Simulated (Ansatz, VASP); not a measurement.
# Two plane-wave programs on KCl

```
CELL_PARAMETERS angstrom
3.83920 0.00000 0.00000
0.00000 3.83920 0.00000
0.00000 0.00000 3.83920
ATOMIC_POSITIONS crystal
K 0.00000 0.00000 0.00000
Cl 0.50000 0.50000 0.50000
```

Alike in both runs: task single point; functional PBE-based screened hybrid; k mesh 4 × 4 × 4; occupations fermi-dirac, width 0.05 eV; no spin polarisation.

|  | VASP | Ansatz |
| --- | --- | --- |
| version | VASP 6.6.1 | Ansatz 0.2.0 |
| potentials or method | VASP PAW PBE potentials, release 64 (K_sv, Cl) | Ansatz PAW |
| plane-wave cutoff (eV) | 520 | 420 |
| valence electrons in the cell | 16 | 16 |

|  | VASP | Ansatz | Ansatz less VASP |
| --- | --- | --- | --- |
| gap on the k mesh at the Fermi level (eV) | 5.60 | 5.60 | 0.000 |
| least direct gap on the mesh (eV) | 5.81 | 5.81 | 0.000 |
| pressure (GPa) | -0.3 | -0.3 | -0.01 |

VASP's potentials were made for PBE, not for PBE-based screened hybrid. The functional is the same, so the differences come from potentials, cutoffs and numerics.
